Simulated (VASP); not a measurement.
# GeBi2O4 (P1) in VASP: single point with PBEsol

Aim: the single point of GeBi2O4 with PBEsol.

Program: VASP 6.6.1. These are calculated values, not measurements. Logs are shortened: lines on timing, memory, paths and dates and some standing lists are left out, and cuts for length are marked.

## 1. The cell of the first run

The typed cell holds 7 atoms: a = 5.359 Å, b = 5.241 Å, c = 4.626 Å, α = 97.28°, β = 95.72°, γ = 103.91°.

## 2. Single point, PBEsol

INCAR

```
SYSTEM = GeBi2O4
PREC = Accurate ; ENCUT = 520
EDIFF = 1E-7 ; ISMEAR = -1
SIGMA = 0.05 ; LREAL = .False.
LASPH = .True. ; NELM = 80
ALGO = Normal ; ISIF = 2
LWAVE = .False. ; LCHARG = .False.
GGA = PS ; NBANDS = 43
```

KPOINTS

```
regular mesh
0
Gamma
  4 4 4
  0 0 0
```

POSCAR

```
GeBi2O4
1.0
    5.3132480600     -0.6520094634     -0.2591495136
   -0.6497873087      5.1906936749     -0.3180342672
   -0.2829763507     -0.3449952736      4.6044143770
Ge Bi O
1 2 4
Direct
   -0.0333290845     -0.0229484772      0.0330447038
    0.5526136051      0.1038915122      0.5287915275
    0.1147609896      0.5743951677      0.5022673081
    0.6625120253      0.0283345436      1.0947481891
    0.2366594737      0.2320358989      0.2181365730
   -0.0563419609      0.9633886320      0.6434463127
    1.0082484594      0.6590382386      0.0720061091
```

Potentials or basis: VASP PAW PBE potentials, release 64 (Ge_d, Bi_d, O).

Started as:

```console
> cat potpaw_PBE.64/Ge_d/POTCAR potpaw_PBE.64/Bi_d/POTCAR potpaw_PBE.64/O/POTCAR > POTCAR
> mpirun -np 1 vasp_std > vasp.out
```

OUTCAR:

```text
SYSTEM = GeBi2O4
   PREC = Accurate
   ENCUT = 520
   EDIFF = 1E-7
   ISMEAR = -1
   LREAL = .False.
   LASPH = .True.
   NELM = 80
   ISIF = 2
   GGA = PS

 ion  position               nearest neighbor table
   1  0.967  0.977  0.033-   4 1.76   7 1.76   5 1.77   6 1.79   2 3.30   3 3.32   3 3.38
   2  0.553  0.104  0.529-   4 2.16   5 2.39   6 2.42   4 2.72   3 3.15   1 3.30   3 3.43   3 3.80

   3  0.115  0.574  0.502-   7 2.15   5 2.35   6 2.47   7 2.76   2 3.15   1 3.32   1 3.38   2 3.43
                             2 3.80
   4  0.663  0.028  0.095-   1 1.76   2 2.16   2 2.72
   5  0.237  0.232  0.218-   1 1.77   3 2.35   2 2.39
   6  0.944  0.963  0.643-   1 1.79   2 2.42   3 2.47
   7  0.008  0.659  0.072-   1 1.76   3 2.15   3 2.76

  LATTYP: Found a triclinic cell.
 ALAT       =     9.4815238080
 B/A-ratio  =     0.6893777815
 C/A-ratio  =     1.1857748849
 COS(alpha) =     0.0016879142
 COS(beta)  =     0.5168650831
 COS(gamma) =     0.8382494622

  Lattice vectors:

 A1 = (  -6.2460117194,   5.4977078647,   4.5455296234)
 A2 = (  -0.9327636594,   4.8456984013,   4.2863801098)
 A3 = ( -10.3435197693,   1.6490142004,  -4.0861153498)

Analysis of symmetry for initial positions (statically):
=====================================================================
 Subroutine PRICEL returns:
 Original cell was already a primitive cell.

 Routine SETGRP: Setting up the symmetry group for a
 triclinic supercell.

 Subroutine GETGRP returns: Found  1 space group operations
 (whereof  1 operations were pure point group operations)
 out of a pool of  2 trial point group operations.

The static configuration has the point symmetry C_1 .

Analysis of symmetry for dynamics (positions and initial velocities):
=====================================================================
 Subroutine PRICEL returns:
 Original cell was already a primitive cell.

 Routine SETGRP: Setting up the symmetry group for a
 triclinic supercell.

 Subroutine GETGRP returns: Found  1 space group operations
 (whereof  1 operations were pure point group operations)
 out of a pool of  2 trial point group operations.

The dynamic configuration has the point symmetry C_1 .

 Subroutine INISYM returns: Found  1 space group operations
 (whereof  1 operations are pure point group operations),
 and found     1 'primitive' translations

----------------------------------------------------------------------------------------

[... 101 lines left out ...]
   NELM   =     80;   NELMIN=  2; NELMDL= -5     # of ELM steps
   EDIFF  = 0.1E-06   stopping-criterion for ELM
   LREAL  =      F    real-space projection
   EDIFFG = 0.1E-05   stopping-criterion for IOM
   NSW    =      0    number of steps for IOM
   IBRION =     -1    ionic relax: 0-MD 1-quasi-New 2-CG
   NFREE  =      0    steps in history (QN), initial steepest desc. (CG)
   ISIF   =      2    stress and relaxation
   ISYM   =      2    0-nonsym 1-usesym 2-fastsym
   POTIM  = 0.5000    time-step for ionic-motion
   TEBEG  =    0.0;   TEEND  =   0.0 temperature during run
   PSTRESS=    0.0 pullay stress
   NELECT =      68.0000    total number of electrons
   NUPDOWN=      -1.0000    fix difference up-down
   EMIN   =  10.00;   EMAX   =-10.00  energy-range for DOS
   EFERMI =   0.00;   METHOD = LEGACY
   ISMEAR =    -1;   SIGMA  =   0.05  broadening in eV -4-tet -1-fermi 0-gaus
   EFERMI_NEDOS =   21; number of points for ismear=-14 and -15
   IALGO  =     38    algorithm
   IMIX   =      4    mixing-type and parameters
     AMIX     =   0.40;   BMIX     =  1.00
     AMIX_MAG =   1.60;   BMIX_MAG =  1.00
  volume/ion in A,a.u.               =      17.71       119.50
  Fermi-wavevector in a.u.,A,eV,Ry     =   1.340156  2.532527 24.436295  1.796017
  Thomas-Fermi vector in A             =   2.468491
   LORBIT       =      0    0 simple, 1 ext, 2 COOP (PROOUT), +10 PAW based schemes
   GGA     = PS    functional components
   LHFCALC =     F    Hartree Fock is set to
   AEXX    =    0.0000 exact exchange contribution
   IVDW    =     0    specifies the selected vdW correction
   LEPSILON=     F    determine dielectric tensor
   LRPA    =     F    only Hartree local field effects (RPA)
 non-spin polarized calculation
  energy-cutoff  :      520.00
  volume of cell :      123.96
 maximum number of plane-waves:      3357
   NGX = 19   NGY = 19   NGZ = 17

 number of electron      68.0000009 magnetization

 Free energy of the ion-electron system (eV)
  ---------------------------------------------------
  ext. energy  EPLUGINS =         0.00000000
  ---------------------------------------------------
  free energy    TOTEN  =       -42.95839995 eV

  energy without entropy =      -42.95561953  energy(sigma->0) =      -42.95700974

 E-fermi :   5.3540     XC(G=0):  -9.9641

 val. band max:        5.2850947345   @ k =   0.5000   0.0000   0.0000
 cond. band min:       5.3925041116   @ k =   0.5000   0.5000   0.0000
 fundamental gap:      0.1074093772
 Fermi energy:         5.3540265543

 k-point     1 :       0.0000    0.0000    0.0000
  band No.  band energies     occupation
      1     -20.0727      2.00000
      2     -20.0306      2.00000
      3     -19.9984      2.00000
      4     -19.7858      2.00000
      5     -19.7805      2.00000
      6     -18.1389      2.00000
[... 1093 lines left out ...]
     42      12.0721      0.00000
     43      12.6832      0.00000

 [... further k-points ...]
[... 5 lines left out ...]
  --------------------------------------------------------------------------------------
  -------------------------------------------------------------------------------------
  Total       -0.0462712     -0.0145986      0.0953061     -0.0495284     -0.0206206      0.0058677
  in kB       -0.5980723     -0.1886918      1.2318664     -0.6401726     -0.2665290      0.0758417
  external PRESSURE =       0.1483674 kB  Pullay stress =       0.0000000 kB

 VOLUME and BASIS-vectors are now :
 -----------------------------------------------------------------------------
  energy-cutoff  :      520.00
  volume of cell :      123.96
      direct lattice vectors                 reciprocal lattice vectors
     5.313248060 -0.652009463 -0.259149514     0.191925964  0.024862733  0.013658205
    -0.649787309  5.190693675 -0.318034267     0.024940510  0.196771861  0.016276323
    -0.282976351 -0.344995274  4.604414377     0.012524819  0.014990692  0.219075840

 POSITION                                       TOTAL-FORCE (eV/Angst)
 -----------------------------------------------------------------------------------
      4.49194      4.42990     -0.40910        -0.007528      0.002767     -0.002977
      2.71903     -0.00347      2.25852        -0.016320      0.015664      0.033766
      0.09439      2.73340      2.10023         0.007827     -0.015179      0.042614
      3.47487     -0.31758      0.25556         0.015608     -0.005650     -0.026621
      1.04493      0.97487      0.86927         0.002216     -0.005198      0.000075
      4.20581      4.16340      2.41175         0.003140     -0.001207     -0.014411
     -0.40478      3.39065      0.11981        -0.004943      0.008804     -0.032447
 -----------------------------------------------------------------------------------
    total drift:                                0.001352      0.000732      0.000170

  FREE ENERGIE OF THE ION-ELECTRON SYSTEM (eV)
  ---------------------------------------------------
  free  energy   TOTEN  =       -42.9583999514 eV

  energy  without entropy=      -42.9556195271  energy(sigma->0) =      -42.95700974
```

stdout:

```text
POSCAR found type information on POSCAR GeBiO
 POSCAR found :  3 types and       7 ions
 scaLAPACK will be used
 -----------------------------------------------------------------------------
|                                                                             |
|                                                                             |
|     You enforced a specific xc type in the INCAR file but a different       |
|     I HOPE YOU KNOW WHAT YOU ARE DOING!                                     |
|                                                                             |
 -----------------------------------------------------------------------------

 LDA part: xc-table for (Slater+PW92), standard interpolation
 POSCAR, INCAR and KPOINTS ok, starting setup
 FFT: planning ... GRIDC
 FFT: planning ... GRID_SOFT
 FFT: planning ... GRID
 WAVECAR not read
 entering main loop
```

Wall time 6.6 min (1 thread of Intel Xeon 8259CL, shared host); peak memory 0.32 GiB.

What came out:

```
Free energy            : -42.9584 eV
Pressure               : 0.0 GPa
Largest force          : 0.046 eV/Å
Band gap on the k mesh : 0.11 eV (least direct gap 0.39 eV)
```

Forces in eV/Å, atoms in the order of the input:
```
Ge  -0.008  0.003 -0.003
Bi  -0.016  0.016  0.034
Bi   0.008 -0.015  0.043
O    0.016 -0.006 -0.027
O    0.002 -0.005  0.000
O    0.003 -0.001 -0.014
O   -0.005  0.009 -0.032
```

Levels at points of the mesh, in eV from the valence-band top:
```
           k point  band 32  band 33  band 34  band 35  band 36  band 37
(0.00, 0.00, 0.00)    -2.94    -2.79    -1.18     1.79     2.49     3.64
(0.50, 0.00, 0.00)    -2.97    -2.52     0.00     0.48     2.07     3.13
(0.00, 0.50, 0.00)    -2.96    -2.44    -0.18     0.84     2.39     3.15
(0.50, 0.50, 0.00)    -2.84    -2.75    -1.44     0.11     3.48     4.05
(0.00, 0.00, 0.50)    -2.72    -2.32    -1.91     0.64     2.18     3.36
(0.50, 0.00, 0.50)    -2.90    -2.56    -0.08     0.31     1.68     2.77
(0.00, 0.50, 0.50)    -2.80    -2.54    -0.31     0.70     2.07     2.42
(0.50, 0.50, 0.50)    -2.58    -2.45    -1.74     1.61     1.86     2.99
```

Caveat: the PAW data sets were made with another functional, which shifts forces and pressure a little; spin-orbit coupling is left out, which moves the levels of the heavy elements. A k mesh can miss the band edges.
